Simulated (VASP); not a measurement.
# PbS (Fm-3m) in VASP: further runs

PbS is run at these levels: LDA; tasks: single point.

Program: VASP 6.6.1. These are calculated values, not measurements. Logs are shortened: lines on timing, memory, paths and dates and some standing lists are left out, and cuts for length are marked.

### 1 The cell of the first run

It takes space group Fm-3m (No. 225, cubic). Conventional cell: a = 5.809 Å, b = 5.809 Å, c = 5.809 Å, α = 90.00°, β = 90.00°, γ = 90.00°. Pb (site symmetry m-3m) has 6 S at 2.90 Å within 3.8 Å. S (site symmetry m-3m) has 6 Pb at 2.90 Å within 3.8 Å.

### 2 Single point, LDA (volume scaled by 0.94)

INCAR

```
ALGO = Normal
EDIFF = 1E-6
ENCUT = 520
GGA = CA
ISIF = 2
ISMEAR = -1
LASPH = T
LCHARG = T
LELF = T
LREAL = F
LVHAR = T
LWAVE = F
NBANDS = 17
NELM = 60
PREC = Accurate
SIGMA = 0.01
```

KPOINTS

```
k-points
0
Gamma
  8 8 8
```

POSCAR

```
PbS
1.0
    0.0000000000      2.9044728123      2.9044728123
    2.9044728123      0.0000000000      2.9044728123
    2.9044728123      2.9044728123      0.0000000000
Pb S
1 1
Direct
    0.0000000000      0.0000000000      0.0000000000
    0.5000000000      0.5000000000      0.5000000000
```

Potentials or basis: VASP PAW LDA potentials, release 64 (Pb_d, S).

Command:

```console
cat potpaw_LDA.64/Pb_d/POTCAR potpaw_LDA.64/S/POTCAR > POTCAR
mpirun -np 1 vasp_std > vasp.out
```

OUTCAR:

```text
EDIFF = 1E-6
   ENCUT = 520
   GGA = CA
   ISIF = 2
   ISMEAR = -1
   LASPH = T
   LREAL = F
   NELM = 60
   PREC = Accurate

 ion  position               nearest neighbor table
   1  0.000  0.000  0.000-   2 2.90   2 2.90   2 2.90   2 2.90   2 2.90   2 2.90
   2  0.500  0.500  0.500-   1 2.90   1 2.90   1 2.90   1 2.90   1 2.90   1 2.90

  LATTYP: Found a face centered cubic cell.
 ALAT       =     5.8089456246

  Lattice vectors:

 A1 = (   0.0000000000,   2.9044728123,   2.9044728123)
 A2 = (   2.9044728123,   0.0000000000,   2.9044728123)
 A3 = (   2.9044728123,   2.9044728123,   0.0000000000)

Analysis of symmetry for initial positions (statically):
=====================================================================
 Subroutine PRICEL returns:
 Original cell was already a primitive cell.

 Routine SETGRP: Setting up the symmetry group for a
 face centered cubic supercell.

 Subroutine GETGRP returns: Found 48 space group operations
 (whereof 48 operations were pure point group operations)
 out of a pool of 48 trial point group operations.

The static configuration has the point symmetry O_h .

Analysis of symmetry for dynamics (positions and initial velocities):
=====================================================================
 Subroutine PRICEL returns:
 Original cell was already a primitive cell.

 Routine SETGRP: Setting up the symmetry group for a
 face centered cubic supercell.

 Subroutine GETGRP returns: Found 48 space group operations
 (whereof 48 operations were pure point group operations)
 out of a pool of 48 trial point group operations.

The dynamic configuration has the point symmetry O_h .

 Subroutine INISYM returns: Found 48 space group operations
 (whereof 48 operations are pure point group operations),
 and found     1 'primitive' translations

----------------------------------------------------------------------------------------

                                     Primitive cell

  volume of cell :      49.0040

  direct lattice vectors                    reciprocal lattice vectors
     0.000000000  2.904472812  2.904472812    -0.172148280  0.172148280  0.172148280
     2.904472812  0.000000000  2.904472812     0.172148280 -0.172148280  0.172148280
     2.904472812  2.904472812  0.000000000     0.172148280  0.172148280 -0.172148280

  length of vectors
     4.107544843  4.107544843  4.107544843     0.298169568  0.298169568  0.298169568

  position of ions in fractional coordinates (direct lattice)
     0.000000000  0.000000000  0.000000000
     0.500000000  0.500000000  0.500000000

  ion indices of the primitive-cell ions
   primitive index   ion index
                 1           1
                 2           2

----------------------------------------------------------------------------------------

 KPOINTS: k-points

Automatic generation of k-mesh.
 Grid dimensions read from file:
 generate k-points for:    8    8    8

 Generating k-lattice:

  Cartesian coordinates                     Fractional coordinates (reciprocal lattice)
    -0.021518535  0.021518535  0.021518535     0.125000000  0.000000000  0.000000000
     0.021518535 -0.021518535  0.021518535     0.000000000  0.125000000  0.000000000
     0.021518535  0.021518535 -0.021518535     0.000000000  0.000000000  0.125000000

  Length of vectors
     0.037271196  0.037271196  0.037271196

  Shift w.r.t. Gamma in fractional coordinates (k-lattice)
     0.000000000  0.000000000  0.000000000

 Subroutine IBZKPT returns following result:
 ===========================================

 Found     29 irreducible k-points:

 Following reciprocal coordinates:
            Coordinates               Weight
  0.000000  0.000000  0.000000      1.000000
  0.125000  0.000000  0.000000      8.000000
  0.250000  0.000000  0.000000      8.000000
  0.375000  0.000000  0.000000      8.000000
  0.500000  0.000000  0.000000      4.000000
  0.125000  0.125000  0.000000      6.000000
[... 16 lines left out ...]
  0.500000  0.250000  0.125000     48.000000
 -0.375000  0.250000  0.125000     24.000000
 [... further k-points ...]
   k-points           NKPTS =     29   k-points in BZ     NKDIM =     29   number of bands    NBANDS=     17
   number of dos      NEDOS =    301   number of ions     NIONS =      2
   total plane-waves  NPLWV =  32768
   dimension x,y,z NGX =    32 NGY =   32 NGZ =   32
   dimension x,y,z NGXF=    64 NGYF=   64 NGZF=   64
   ions per type =               1   1
   NGX,Y,Z   is equivalent  to a cutoff of  12.95, 12.95, 12.95 a.u.
   NGXF,Y,Z  is equivalent  to a cutoff of  25.90, 25.90, 25.90 a.u.
 SYSTEM =  unknown system
   PREC   = accura    normal or accurate (medium, high low for compatibility)
   ISTART =      0    job   : 0-new  1-cont  2-samecut
   ICHARG =      2    charge: 1-file 2-atom 10-const
   ISPIN  =      1    spin polarized calculation?
   LNONCOLLINEAR =      F non collinear calculations
   LSORBIT =      F    spin-orbit coupling
   LASPH  =      T    aspherical Exc in radial PAW
   ENCUT  =  520.0 eV  38.22 Ry    6.18 a.u.   7.64  7.64  7.64*2*pi/ulx,y,z
   NELM   =     60;   NELMIN=  2; NELMDL= -5     # of ELM steps
   EDIFF  = 0.1E-05   stopping-criterion for ELM
   LREAL  =      F    real-space projection
   EDIFFG = 0.1E-04   stopping-criterion for IOM
   NSW    =      0    number of steps for IOM
   IBRION =     -1    ionic relax: 0-MD 1-quasi-New 2-CG
   NFREE  =      0    steps in history (QN), initial steepest desc. (CG)
   ISIF   =      2    stress and relaxation
   ISYM   =      2    0-nonsym 1-usesym 2-fastsym
   POTIM  = 0.5000    time-step for ionic-motion
   TEBEG  =    0.0;   TEEND  =   0.0 temperature during run
   PSTRESS=    0.0 pullay stress
   NELECT =      20.0000    total number of electrons
   NUPDOWN=      -1.0000    fix difference up-down
   EMIN   =  10.00;   EMAX   =-10.00  energy-range for DOS
   EFERMI =   0.00;   METHOD = LEGACY
   ISMEAR =    -1;   SIGMA  =   0.01  broadening in eV -4-tet -1-fermi 0-gaus
   EFERMI_NEDOS =   21; number of points for ismear=-14 and -15
   IALGO  =     38    algorithm
   IMIX   =      4    mixing-type and parameters
     AMIX     =   0.40;   BMIX     =  1.00
     AMIX_MAG =   1.60;   BMIX_MAG =  1.00
  volume/ion in A,a.u.               =      24.50       165.35
  Fermi-wavevector in a.u.,A,eV,Ry     =   1.214342  2.294773 20.063496  1.474625
  Thomas-Fermi vector in A             =   2.349764
   LORBIT       =      0    0 simple, 1 ext, 2 COOP (PROOUT), +10 PAW based schemes
   GGA     = CA    functional components
   LHFCALC =     F    Hartree Fock is set to
   AEXX    =    0.0000 exact exchange contribution
   IVDW    =     0    specifies the selected vdW correction
   LEPSILON=     F    determine dielectric tensor
   LRPA    =     F    only Hartree local field effects (RPA)
 non-spin polarized calculation
  energy-cutoff  :      520.00
  volume of cell :       49.00
 maximum number of plane-waves:      1363
   NGX = 15   NGY = 15   NGZ = 15

 number of electron      20.0000001 magnetization

 Free energy of the ion-electron system (eV)
  ---------------------------------------------------
  ext. energy  EPLUGINS =         0.00000000
  ---------------------------------------------------
  free energy    TOTEN  =        -9.99513869 eV

  energy without entropy =       -9.99501231  energy(sigma->0) =       -9.99507550

 E-fermi :   6.5141     XC(G=0): -10.3198

 val. band max:        6.4959118105   @ k =   0.5000   0.0000   0.0000
 cond. band min:       6.5322670592   @ k =   0.5000   0.0000   0.0000
 fundamental gap:      0.0363552487
 Fermi energy:         6.5140894349

 k-point     1 :       0.0000    0.0000    0.0000
  band No.  band energies     occupation
      1     -10.4481      2.00000
      2     -10.4481      2.00000
      3     -10.4481      2.00000
      4     -10.4415      2.00000
      5     -10.4415      2.00000
      6      -7.7133      2.00000
[... 9 lines left out ...]
     16      12.9371      0.00000
     17      14.6965      0.00000

 k-point     2 :       0.1250    0.0000    0.0000
  band No.  band energies     occupation
      1     -10.4493      2.00000
      2     -10.4493      2.00000
      3     -10.4474      2.00000
      4     -10.4375      2.00000
      5     -10.4375      2.00000
      6      -7.5635      2.00000
[... 9 lines left out ...]
     16      13.3389      0.00000
     17      16.0498      0.00000

 k-point     3 :       0.2500    0.0000    0.0000
  band No.  band energies     occupation
      1     -10.4634      2.00000
      2     -10.4634      2.00000
      3     -10.4465      2.00000
      4     -10.4169      2.00000
      5     -10.4169      2.00000
      6      -7.1422      2.00000
[... 9 lines left out ...]
     16      14.2159      0.00000
     17      18.3569      0.00000

 k-point     4 :       0.3750    0.0000    0.0000
  band No.  band energies     occupation
      1     -10.4778      2.00000
      2     -10.4778      2.00000
      3     -10.4465      2.00000
      4     -10.3958      2.00000
      5     -10.3958      2.00000
      6      -6.5784      2.00000
[... 9 lines left out ...]
     16      15.4740      0.00000
     17      18.3705      0.00000
[... 343 lines left out ...]
      1     -10.5093      2.00000
      2     -10.4537      2.00000
      3     -10.4468      2.00000
      4     -10.4101      2.00000
      5     -10.4024      2.00000
      6      -6.7622      2.00000
[... 9 lines left out ...]
     16      16.2782      0.00000
     17      16.6677      0.00000

 k-point    23 :       0.5000    0.2500    0.1250
  band No.  band energies     occupation
      1     -10.5305      2.00000
      2     -10.4569      2.00000
      3     -10.4420      2.00000
      4     -10.4054      2.00000
      5     -10.3906      2.00000
      6      -6.2452      2.00000
[... 9 lines left out ...]
     16      16.6897      0.00000
     17      17.7661      0.00000

 k-point    24 :      -0.3750    0.2500    0.1250
  band No.  band energies     occupation
      1     -10.5382      2.00000
      2     -10.4621      2.00000
      3     -10.4309      2.00000
      4     -10.4115      2.00000
      5     -10.3838      2.00000
      6      -5.9724      2.00000
[... 9 lines left out ...]
     16      17.3064      0.00000
     17      17.5891      0.00000

 [... further k-points ...]

------------------------ aborting loop because EDIFF is reached ----------------------------------------

  FORCE on cell =-STRESS in cart. coord.  units (eV):
  Direction    XX          YY          ZZ          XY          YZ          ZX
  --------------------------------------------------------------------------------------
  -------------------------------------------------------------------------------------
  Total        0.3550391      0.3550391      0.3550391      0.0000000      0.0000000     -0.0000000
  in kB       11.6079312     11.6079312     11.6079312      0.0000000      0.0000000     -0.0000000
  external PRESSURE =      11.6079312 kB  Pullay stress =       0.0000000 kB

 VOLUME and BASIS-vectors are now :
 -----------------------------------------------------------------------------
  energy-cutoff  :      520.00
  volume of cell :       49.00
      direct lattice vectors                 reciprocal lattice vectors
     0.000000000  2.904472812  2.904472812    -0.172148280  0.172148280  0.172148280
     2.904472812  0.000000000  2.904472812     0.172148280 -0.172148280  0.172148280
     2.904472812  2.904472812  0.000000000     0.172148280  0.172148280 -0.172148280

 POSITION                                       TOTAL-FORCE (eV/Angst)
 -----------------------------------------------------------------------------------
      0.00000      0.00000      0.00000        -0.000000      0.000000     -0.000000
      2.90447      2.90447      2.90447         0.000000     -0.000000      0.000000
 -----------------------------------------------------------------------------------
    total drift:                                0.000000     -0.000000     -0.000000

  FREE ENERGIE OF THE ION-ELECTRON SYSTEM (eV)
  ---------------------------------------------------
  free  energy   TOTEN  =        -9.9951386891 eV

  energy  without entropy=       -9.9950123068  energy(sigma->0) =       -9.99507550
```

Run time: 14 s. Hardware: 1 thread of Intel Xeon 6975P-C, shared host; peak memory 0.16 GiB.

Results:

| Quantity | Value |
| --- | --- |
| Free energy | -9.9951 eV |
| Pressure | 1.2 GPa |
| Band gap on the k mesh | 0.04 eV, direct |

Caveat: spin-orbit coupling is left out, which moves the levels of the heavy elements.

### 3 Single point, LDA (volume scaled by 0.96)

INCAR

```
SYSTEM = PbS
PREC = Accurate ; ENCUT = 520
EDIFF = 1E-7 ; ISMEAR = -1
SIGMA = 0.01 ; LREAL = .False.
LASPH = .True. ; NELM = 80
ALGO = Normal ; ISIF = 2
LWAVE = .False. ; LCHARG = .False.
GGA = CA ; NBANDS = 17
```

KPOINTS

```
regular mesh
0
Gamma
  8 8 8
  0 0 0
```

POSCAR

```
PbS
1.0
    0.0000000000      2.9249275202      2.9249275202
    2.9249275202      0.0000000000      2.9249275202
    2.9249275202      2.9249275202      0.0000000000
Pb S
1 1
Direct
    0.0000000000      0.0000000000      0.0000000000
    0.5000000000      0.5000000000      0.5000000000
```

Potentials or basis: VASP PAW LDA potentials, release 64 (Pb_d, S).

Command:

```console
cat potpaw_LDA.64/Pb_d/POTCAR potpaw_LDA.64/S/POTCAR > POTCAR
mpirun -np 1 vasp_std > vasp.out
```

Run time: 13 s. Hardware: 1 thread of Intel Xeon 6975P-C, shared host; peak memory 0.16 GiB.

The run converged. Its results:

* Free energy: -9.9991 eV
* Pressure: -0.1 GPa
* Band gap on the k mesh: 0.05 eV, direct

Levels at points of the mesh, in eV from the valence-band top:
```csv
k point,band 7,band 8,band 9,band 10,band 11,band 12,band 13,band 14
"(0.00, 0.00, 0.00)",-6.06,-2.43,-2.43,-2.43,5.14,5.14,5.14,6.49
"(0.50, 0.00, 0.00)",-9.24,-1.98,-1.98,0.00,0.05,1.69,1.69,8.47
"(0.50, 0.50, 0.00)",-7.40,-5.68,-3.79,-3.79,3.49,5.55,5.67,5.67
```

Caveat: spin-orbit coupling is left out, which moves the levels of the heavy elements.

### 4 Single point, LDA (volume scaled by 0.95)

INCAR

```
PREC     = Accurate       # precision mode
ENCUT    = 520            # plane-wave cutoff, eV
EDIFF    = 1E-7           # SCF threshold, eV
ISMEAR   = -1             # smearing method
SIGMA    = 0.01           # smearing width, eV
LREAL    = F              # projectors in reciprocal space
LASPH    = T              # aspherical terms in the spheres
NELM     = 80             # most SCF steps
ALGO     = Normal         # electronic algorithm
ISIF     = 2              # what is computed and relaxed
LWAVE    = F              # write WAVECAR
LCHARG   = F              # write CHGCAR
NBANDS   = 17             # bands
```

KPOINTS

```
Automatic mesh
0
Gamma
  8 8 8
```

POSCAR

```
PbS
1.0
    0.0000000000      2.9147360524      2.9147360524
    2.9147360524      0.0000000000      2.9147360524
    2.9147360524      2.9147360524      0.0000000000
Pb S
1 1
Direct
    0.0000000000      0.0000000000      0.0000000000
    0.5000000000      0.5000000000      0.5000000000
```

Command:

```console
cat potpaw_LDA.64/Pb_d/POTCAR potpaw_LDA.64/S/POTCAR > POTCAR
mpirun -np 1 vasp_std > vasp.out
```

Run time: 16 s. Hardware: 1 thread of Intel Xeon 6975P-C, shared host; peak memory 0.16 GiB.

The run converged. Its results:

```yaml
Free_energy: -9.9981 eV
Pressure: 0.5 GPa
Band_gap_on_the_k_mesh: 0.01 eV, direct
```

Levels at points of the mesh, in eV from the valence-band top:
```tsv
k point	band 7	band 8	band 9	band 10	band 11	band 12	band 13	band 14
(0.00, 0.00, 0.00)	-6.05	-2.49	-2.49	-2.49	5.16	5.16	5.16	6.45
(0.50, 0.00, 0.00)	-9.32	-2.04	-2.04	0.00	0.01	1.65	1.65	8.47
(0.50, 0.50, 0.00)	-7.43	-5.78	-3.88	-3.88	3.43	5.57	5.69	5.69
```

Caveat: spin-orbit coupling is left out, which moves the levels of the heavy elements. A k mesh can miss the band edges.

### 5 Single point, LDA (volume scaled by 0.99)

INCAR

```
ALGO     = Normal         # electronic algorithm
EDIFF    = 1E-6           # SCF threshold, eV
ENCUT    = 520            # plane-wave cutoff, eV
GGA      = CA             # functional
ISIF     = 2              # what is computed and relaxed
ISMEAR   = -1             # smearing method
LASPH    = T              # aspherical terms in the spheres
LCHARG   = F              # write CHGCAR
LREAL    = F              # projectors in reciprocal space
LWAVE    = F              # write WAVECAR
NBANDS   = 17             # bands
NELM     = 60             # most SCF steps
PREC     = Accurate       # precision mode
SIGMA    = 0.01           # smearing width, eV
```

KPOINTS

```
k-points
0
Gamma
  8 8 8
```

POSCAR

```
PbS
1.0
    0.0000000000      2.9550835380      2.9550835380
    2.9550835380      0.0000000000      2.9550835380
    2.9550835380      2.9550835380      0.0000000000
Pb S
1 1
Direct
    0.0000000000      0.0000000000      0.0000000000
    0.5000000000      0.5000000000      0.5000000000
```

Command:

```console
cat potpaw_LDA.64/Pb_d/POTCAR potpaw_LDA.64/S/POTCAR > POTCAR
mpirun -np 1 vasp_std > vasp.out
```

Wall time 16 s (1 thread of Intel Xeon 6975P-C, shared host); peak memory 0.16 GiB.

It converged, with:

```
Free energy            : -9.9897 eV
Pressure               : -2.0 GPa
Band gap on the k mesh : 0.17 eV, direct
```

Levels at points of the mesh, in eV from the valence-band top:
```tsv
k point	band 6	band 7	band 8	band 9	band 10	band 11	band 12	band 13	band 14	band 15
(0.00, 0.00, 0.00)	-13.68	-6.08	-2.23	-2.23	-2.23	5.09	5.09	5.09	6.60	6.60
(0.50, 0.00, 0.00)	-12.37	-9.01	-1.82	-1.82	0.00	0.17	1.80	1.80	8.47	10.05
(0.50, 0.50, 0.00)	-11.91	-7.31	-5.36	-3.55	-3.55	3.67	5.49	5.59	5.59	11.18
```

Caveat: spin-orbit coupling is left out, which moves the levels of the heavy elements.

(Part 1 of 2 ends here.)
